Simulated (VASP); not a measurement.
Wanted: the native input for a VASP 6.6.1 run.

| Property | Result |
| --- | --- |
| Task | single point |
| Functional | r2SCAN |
| Potentials or basis | VASP PAW PBE potentials, release 64 (Cd_sv_GW, F) |
| Cutoff | 660 eV |
| k mesh | 9 × 9 × 9 |
| Occupations | fermi-dirac, width 0.05 eV |
| Spin | no spin polarisation |
| Dipole correction | no |
| Further INCAR settings | ALGO = Normal; EDIFF = 1e-06; NBANDS = 24 |

CdF2:

```
CELL_PARAMETERS angstrom
0.00000 2.69400 2.69400
2.69400 0.00000 2.69400
2.69400 2.69400 0.00000
ATOMIC_POSITIONS crystal
Cd 0.00000 0.00000 0.00000
F 0.75000 0.75000 0.75000
F 0.25000 0.25000 0.25000
```

One way to write it, as run:

POSCAR

```
CdF2
1.0
    0.0000000000      2.6940000000      2.6940000000
    2.6940000000      0.0000000000      2.6940000000
    2.6940000000      2.6940000000      0.0000000000
Cd F
1 2
Direct
    0.0000000000      0.0000000000      0.0000000000
    0.7500000000      0.7500000000      0.7500000000
    0.2500000000      0.2500000000      0.2500000000
```

INCAR.step1

```
PREC = Accurate
ENCUT = 660
ISMEAR = -1
SIGMA = 0.05
LREAL = F
LASPH = T
NELM = 120
NBANDS = 24
GGA = PE
ALGO = Normal
EDIFF = 1E-5
LWAVE = T
LCHARG = F
GGA_COMPAT = F
```

INCAR.step2

```
PREC = Accurate
ENCUT = 660
EDIFF = 1E-6
ISMEAR = -1
SIGMA = 0.05
LREAL = F
LASPH = T
NELM = 120
ALGO = Normal
ISIF = 2
LWAVE = F
LCHARG = F
METAGGA = R2SCAN
LMIXTAU = T
NBANDS = 24
ISTART = 1
GGA_COMPAT = F
```

KPOINTS

```
regular mesh
0
Gamma
  9 9 9
```

Potentials or basis: VASP PAW PBE potentials, release 64 (Cd_sv_GW, F).

The run is started by

```console
$ cat potpaw_PBE.64/Cd_sv_GW/POTCAR potpaw_PBE.64/F/POTCAR > POTCAR
$ cp INCAR.step1 INCAR
$ mpirun -np 1 vasp_std > vasp.out
$ cp INCAR.step2 INCAR
$ mpirun -np 1 vasp_std > vasp.out
```

It gave:

```
Pressure               : -0.5 GPa
Band gap on the k mesh : 3.82 eV (least direct gap 4.30 eV)
```

Caveat: the PAW data sets were made with another functional, which shifts forces and pressure a little; an odd mesh through Γ misses points on the zone boundary, where band edges can lie.

Wall time 2.3 min on 1 thread of AMD EPYC 7R13 Processor (Zen 3), on a shared host, peak memory 0.19 GiB.
